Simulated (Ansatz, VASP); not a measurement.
**Ga2Te2O in VASP and in Ansatz**

```
Ga Te O
1.0
     5.45061    0.00000    0.00000
    -2.72531    4.72037    0.00000
     0.00000    0.00000    5.39561
Ga Te O
2 2 1
Direct
  0.00000 0.00000 0.22440
  0.00000 0.00000 0.77560
  0.33333 0.66667 0.00000
  0.66667 0.33333 0.00000
  0.00000 0.00000 0.50000
```

Alike in both runs: task relaxation of cell and atoms; functional PBE; k mesh 6 × 6 × 4; occupations gaussian, width 0.1 eV; no spin polarisation.

|  | VASP | Ansatz |
| --- | --- | --- |
| version | VASP 6.6.1 | Ansatz 0.2.0 |
| potentials or method | VASP PAW PBE potentials, release 64 (Ga_d, Te, O), cutoff 600 eV | scalar-relativistic, plane waves, PAW |
| valence electrons in the cell | 44 | 64 |

Ansatz gave:

- gap on the k mesh at the Fermi level, each at its own relaxed structure (eV): none
- relaxed volume (Å³/atom): 31.92
- relaxed cell length with the largest relative difference (Å): 6.719

**Question.** Estimate VASP's values.

**Answer.** gap on the k mesh at the Fermi level, each at its own relaxed structure (eV): none; relaxed volume (Å³/atom): 31.82; relaxed cell length with the largest relative difference (Å): 6.682.

A gap of «none» marks a metal or a gap that the smearing closes. VASP's potentials hold 44 valence electrons a cell and Ansatz's 64, so a difference there can come from the potentials and not from the codes.

Neither program's run includes spin-orbit coupling.
